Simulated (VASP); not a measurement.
# CuMoF6 (P1) in VASP: a series of runs, part 2 of 2

VASP 6.6.1.

### 3 Single point, LDA

This run uses another cell than the first one, of 10.86 Å³/atom, 1.051 times its volume.

Input file INCAR:

```
SYSTEM = CuMoF6
PREC     = Accurate       ! precision mode
ENCUT    = 520            ! plane-wave cutoff, eV
EDIFF    = 1E-6           ! SCF threshold, eV
ISMEAR   = -1             ! smearing method
SIGMA    = 0.05           ! smearing width, eV
LREAL    = Auto         
LASPH    = .TRUE.         ! aspherical terms in the spheres
NELM     = 80             ! most SCF steps
ALGO     = Normal         ! electronic algorithm
ISIF     = 2              ! what is computed and relaxed
LWAVE    = .FALSE.        ! write WAVECAR
LCHARG   = .FALSE.        ! write CHGCAR
NBANDS   = 156            ! bands
```

Input file KPOINTS:

```
Automatic mesh
0
G
  1 1 1
  0 0 0
```

Input file POSCAR:

```
CuMoF6
1.0
   -4.6399870000     -2.8081840000      4.4034970000
    4.9097870000     -2.5297270000      4.8780660000
    0.3760510000      5.2355700000      4.5756560000
Cu Mo F
4 4 24
Direct
    0.0555630501      0.1043437740     -0.0688573487
    0.6068235017      0.5320685887     -0.0797505672
    0.5694191814      0.0792056505      0.4015804405
    0.0871079575      0.5827881684      0.4627404728
    0.5806734509      0.5974321148      0.4070002016
    0.0486879503      0.0993454245      0.4224070208
    0.0884276526      0.6134204008     -0.0772776852
    0.5420014376      0.0412812797     -0.0688807269
    0.4988259442      0.6505983982      0.6662562757
    0.6698390769      0.4824276138      0.1731886955
    0.3299906043      0.7117871034      0.3330108066
    0.8169474127      0.4949413995      0.5439914422
    0.6482953647      0.8216389031      0.3220575387
    0.4452868891      0.3630583811      0.4810146950
    0.9624187496      0.1706434688      0.6825866762
    0.1213062895      1.0245517404      0.1721276923
    0.7791424711      0.2017541562      0.3059186215
    0.3022306036      1.0027770166      0.4999973717
    0.1204763054      0.3523563571      0.3537122077
    0.9992272861      0.8402109895      0.4737246380
    0.9899466653      0.6664774301      0.1621520362
    0.2359277146      0.5408963743      0.7023396871
    0.8250889776      0.6309018034      0.8238474496
    0.3124211912      0.4924186648      0.0347280205
    0.1577127636      0.8416315636      0.8428470156
    1.0164738035      0.3588351611     -0.0002100121
    0.4395428978      0.1561135689      0.1613849196
    0.6142491275      0.9808420821      0.6575763995
    0.2948111099      0.1589671203      0.8414417643
    0.8258603708      0.9910773255      0.0039963078
    0.6745179484      0.2529146457      0.8368478539
    0.4937824268      0.8061180290     -0.0282508965
```

Potentials or basis: VASP PAW LDA potentials, release 64 (Cu, Mo_sv, F).

Started as:

```console
cat potpaw_LDA.64/Cu/POTCAR potpaw_LDA.64/Mo_sv/POTCAR potpaw_LDA.64/F/POTCAR > POTCAR
mpirun -np 1 vasp_gam > vasp.out
```

OUTCAR:

```text
SYSTEM = CuMoF6
   PREC = Accurate
   ENCUT = 520
   EDIFF = 1E-6
   ISMEAR = -1
   LREAL = Auto
   LASPH = .TRUE.
   NELM = 80
   ISIF = 2

 ion  position               nearest neighbor table
   1  0.056  0.104  0.931-  16 1.73  29 1.80  15 1.84  30 1.88  26 2.02  25 2.18
   2  0.607  0.532  0.920-  23 1.79  10 1.80   9 1.96  32 2.18  24 2.18  31 2.24
   3  0.569  0.079  0.402-  28 1.81  17 1.82  27 1.91  18 2.04  13 2.09  14 2.33
   4  0.087  0.583  0.463-  20 1.94  22 1.98  19 1.99  12 2.06  11 2.09  21 2.19
   5  0.581  0.597  0.407-  13 1.74  11 1.91   9 1.96  12 1.96  14 2.01  10 2.02
   6  0.049  0.099  0.422-  18 1.91  20 1.93  19 1.94  16 1.95  15 2.02  17 2.10
   7  0.088  0.613  0.923-  25 1.77  24 1.85  21 1.86  22 1.92  26 1.95  23 1.99
   8  0.542  0.041  0.931-  32 1.76  31 1.88  29 1.93  27 2.02  30 2.06  28 2.06
   9  0.499  0.651  0.666-   5 1.96   2 1.96
  10  0.670  0.482  0.173-   2 1.80   5 2.02
  11  0.330  0.712  0.333-   5 1.91   4 2.09
  12  0.817  0.495  0.544-   5 1.96   4 2.06
  13  0.648  0.822  0.322-   5 1.74   3 2.09
  14  0.445  0.363  0.481-   5 2.01   3 2.33
[... 16 lines left out ...]
  31  0.675  0.253  0.837-   8 1.88   2 2.24
  32  0.494  0.806  0.972-   8 1.76   2 2.18

[... 232 lines left out ...]
  band No.  band energies     occupation
      1     -59.3210      2.00000
      2     -59.0651      2.00000
      3     -58.8928      2.00000
      4     -58.6701      2.00000
      5     -34.2032      2.00000
      6     -34.0403      2.00000
[... 138 lines left out ...]
    145       6.7657      0.00000
    146       7.0487      0.00000
 [bands above 146 left out]

------------------------ aborting loop because EDIFF is reached ----------------------------------------

  FORCE on cell =-STRESS in cart. coord.  units (eV):
  Direction    XX          YY          ZZ          XY          YZ          ZX
  --------------------------------------------------------------------------------------
  -------------------------------------------------------------------------------------
  Total        4.8033550     21.0584158     10.2100570     -9.1590985     -8.4938316     -0.1871014
  in kB       22.1443158     97.0830193     47.0701675    -42.2250630    -39.1580650     -0.8625707
  external PRESSURE =      55.4325009 kB  Pullay stress =       0.0000000 kB

 VOLUME and BASIS-vectors are now :
 -----------------------------------------------------------------------------
  energy-cutoff  :      520.00
  volume of cell :      347.53
      direct lattice vectors                 reciprocal lattice vectors
    -4.639987000 -2.808184000  4.403497000    -0.106795259 -0.059364836  0.076703584
     4.909787000 -2.529727000  4.878066000     0.103312067 -0.065855859  0.066863058
     0.376051000  5.235570000  4.575656000    -0.007362983  0.127339578  0.073448175

 POSITION                                       TOTAL-FORCE (eV/Angst)
 -----------------------------------------------------------------------------------
      0.60465      4.45507      5.01426         1.841216     -0.874095     -2.219493
      0.14275      1.76797      9.47836         0.780250      0.664985     -2.449820
     -2.10220      0.30310      4.73130         2.549350      0.615568     -1.038165
      2.63120      0.70380      5.34380        -0.259803     -0.897023     -0.878480
      0.39200     -1.01110      7.33360        -3.069103      5.381514     -4.049747
      0.42070      1.82350      2.63180         1.563112     -0.985538     -0.523422
[... 24 lines left out ...]
     -1.57330      1.84740      8.03310         2.257824      0.107277      0.125718
      2.03215      1.66177     10.55306        -1.213838      2.471053     -1.447181
 -----------------------------------------------------------------------------------
    total drift:                               -0.007269      0.007558      0.000485

  FREE ENERGIE OF THE ION-ELECTRON SYSTEM (eV)
  ---------------------------------------------------
  free  energy   TOTEN  =      -186.6039870263 eV

  energy  without entropy=     -186.4450789900  energy(sigma->0) =     -186.52453301
```

Wall time 3.6 min (1 thread of Intel Xeon 6975P-C, shared host); peak memory 0.31 GiB.

What came out:

```yaml
Free_energy: -186.6040 eV
Pressure: 5.5 GPa
Largest_force: 7.401 eV/Å
Band_gap_on_the_k_mesh: 0.18 eV
```

Forces on the atoms (eV/Å):
```
Cu   1.841 -0.874 -2.219
Cu   0.780  0.665 -2.450
Cu   2.549  0.616 -1.038
Cu  -0.260 -0.897 -0.878
Mo  -3.069  5.382 -4.050
Mo   1.563 -0.986 -0.523
Mo  -2.510  2.927 -3.885
Mo   1.495 -3.895  2.514
F   -1.172 -1.656  0.585
F    1.400  1.001  1.976
F   -0.528 -0.014 -0.613
F    0.606 -1.143 -0.853
F    1.450 -3.313  2.715
F   -0.238 -1.322  1.565
F   -1.122 -2.089 -1.342
F   -0.841  2.060  2.326
F   -3.278  0.290  1.740
F    0.333  0.214  0.033
F   -0.630  0.895 -0.225
F    0.891  1.146  0.748
F    0.782  0.846  0.347
F    1.665  1.072 -2.230
F   -0.966 -2.076  2.614
F   -0.635 -0.642  1.478
F    1.530 -1.702  1.528
F    0.886 -0.246  0.400
F   -1.795 -0.986 -0.418
F   -0.648  1.499  2.200
F   -1.384 -1.238  0.835
F    0.260  1.890 -1.557
F    2.258  0.107  0.126
F   -1.214  2.471 -1.447
```

Levels at points of the mesh, in eV from the valence-band top:
| k point | band 132 | band 133 | band 134 | band 135 | band 136 | band 137 |
| --- | --- | --- | --- | --- | --- | --- |
| (0.00, 0.00, 0.00) | -0.60 | -0.08 | 0.00 | 0.18 | 0.20 | 0.22 |

Caveat: the k points lie up to 0.92 Å⁻¹ apart; forces of over 1 eV/Å act on the atoms, so gaps and moduli don't describe the material at rest.

### 4 Single point, LDA

This run uses another cell than the first one, of 11.05 Å³/atom, 1.070 times its volume.

Input file INCAR:

```
PREC = Accurate
ENCUT = 520
EDIFF = 1E-6
ISMEAR = -1
SIGMA = 0.05
LREAL = Auto
LASPH = True
NELM = 100
ALGO = Normal
ISIF = 2
LWAVE = False
LCHARG = True
GGA = CA
LELF = True
LVHAR = True
NBANDS = 156
```

Input file KPOINTS:

```
Automatic mesh
0
Gamma
  1 1 1
```

Input file POSCAR:

```
CuMoF6
1.0
   -4.5559180000     -3.0558400000      4.5786340000
    4.6804170000     -2.6190130000      4.9938320000
    0.4405530000      5.3260400000      4.5642650000
Cu Mo F
4 4 24
Direct
    0.1288688760     -0.0283202895     -0.0931402206
    0.4925949421      0.5893725955     -0.0199461857
    0.5437799616      0.0765949441      0.4304150386
    0.0588802659      0.4527939809      0.4525880380
    0.5385261018      0.5651370412      0.4696455266
    0.0475119168     -0.0050830356      0.4304842396
    0.0394265600      0.5544079934     -0.0502468999
    0.5712862779      0.0887042665     -0.0849830105
    0.4341529256      0.6798638045      0.6914469321
    0.6378329593      0.4858118032      0.2413167942
    0.3088996361      0.5980830988      0.3862034973
    0.7968422897      0.4468514646      0.5397691976
    0.5875107375      0.7938125443      0.3456497107
    0.5168557469      0.3182196842      0.5641808840
    0.9569507192      0.0851037661      0.6740798333
    0.1778116482      0.9412659009      0.1906203442
    0.7990168303      0.1136193563      0.3351905284
    0.3025429257      0.9607563021      0.5103146088
    0.1069016587      0.2360682102      0.3727985663
    0.9662786418      0.7678844655      0.4870395871
    0.9547217288      0.6140969418      0.1968075195
    0.1006156729      0.4554863511      0.7162150627
    0.7732715864      0.6569880607      0.8513932521
    0.2639234400      0.5139242698      0.0806569513
    0.1365468834      0.7485880197      0.7846781442
    0.9796908420      0.3172074154      0.0434185262
    0.4997431599      0.1274873511      0.1874800353
    0.6269276374      1.0076593357      0.6822448670
    0.2838989488      0.1807646561      0.8445439291
    0.8541690760      0.9606971461      0.0012734309
    0.6508025599      0.3389575882      0.9059982322
    0.4635466230      0.8553892650     -0.0056702695
```

Started as:

```console
cat potpaw_LDA.64/Cu/POTCAR potpaw_LDA.64/Mo_sv/POTCAR potpaw_LDA.64/F/POTCAR > POTCAR
mpirun -np 1 vasp_gam > vasp.out
```

Run time: 3.6 min. Hardware: 1 thread of Intel Xeon 6975P-C, shared host; peak memory 0.31 GiB.

The run converged. Its results:

```yaml
Free_energy: -186.4351 eV
Pressure: 5.7 GPa
Largest_force: 6.267 eV/Å
Band_gap_on_the_k_mesh: 0.05 eV
```

Forces on the atoms (eV/Å):
```
Cu   1.450  0.429  0.834
Cu  -1.823 -1.558  1.116
Cu  -0.784  1.670  0.703
Cu   2.536 -0.387  1.873
Mo  -3.462 -0.161  5.221
Mo   1.043 -0.601  0.009
Mo   3.378  1.748 -3.975
Mo  -0.264  1.447  2.824
F   -2.148 -0.403 -0.503
F    0.569 -0.502 -1.349
F    3.240  0.798 -3.749
F    0.794  0.287  0.372
F    0.680 -1.204  1.489
F   -0.240  1.836 -1.381
F   -1.308 -1.101 -0.656
F    0.415  0.721 -0.163
F   -0.765 -0.150  0.456
F   -0.058  0.574  0.425
F   -0.547 -1.399 -0.270
F   -0.552  0.656 -0.723
F   -0.263 -0.405 -0.384
F   -0.278  0.246  0.333
F   -1.482  0.294  0.859
F   -1.633 -0.140  0.631
F    0.978 -0.312  1.106
F    0.030 -0.118  0.023
F    1.579 -3.336 -2.755
F   -0.610  0.116 -0.398
F   -2.504 -0.024  0.984
F    1.701  0.512 -1.245
F   -0.050  0.899 -2.010
F    0.376 -0.433  0.303
```

Stress tensor (GPa, compression positive):
```
 3.96 -4.51 -0.47
-4.51  6.81 -1.40
-0.47 -1.40  6.23
```

Levels at points of the mesh, in eV from the valence-band top:
| k point | band 130 | band 131 | band 132 | band 133 | band 134 | band 135 | band 136 | band 137 | band 138 | band 139 |
| --- | --- | --- | --- | --- | --- | --- | --- | --- | --- | --- |
| (0.00, 0.00, 0.00) | -1.08 | -0.88 | -0.75 | -0.10 | 0.00 | 0.05 | 0.18 | 0.22 | 0.27 | 0.33 |

Caveat: the k points lie up to 0.91 Å⁻¹ apart; forces of over 1 eV/Å act on the atoms, so gaps and moduli don't describe the material at rest.

### 5 Summary

```csv
cell,gap on the mesh (eV),pressure (GPa),largest force (eV/Å)
"a = 6.988, b = 7.039, c = 6.836 Å, angles 82.5, 87.2, 82.8°, 32 atoms",0.09,17.8,5.68
"a = 6.986, b = 7.369, c = 6.963 Å, angles 77.7, 85.6, 83.5°, 32 atoms",0.18,5.5,7.40
"a = 7.146, b = 7.328, c = 7.028 Å, angles 77.8, 87.0, 79.5°, 32 atoms",0.05,5.7,6.27
```

Alike in all rows: task single point; level LDA; potentials or basis VASP PAW LDA potentials, release 64 (Cu, Mo_sv, F); no spin polarisation; k mesh 1 × 1 × 1; cutoff (eV) 520; smearing fermi-dirac 0.05 eV.

Caveats: all runs use coarse meshes; forces of over 1 eV/Å act on the atoms, so gaps and moduli don't describe the material at rest.

Absolute energies hang on the potentials; compare differences alone.
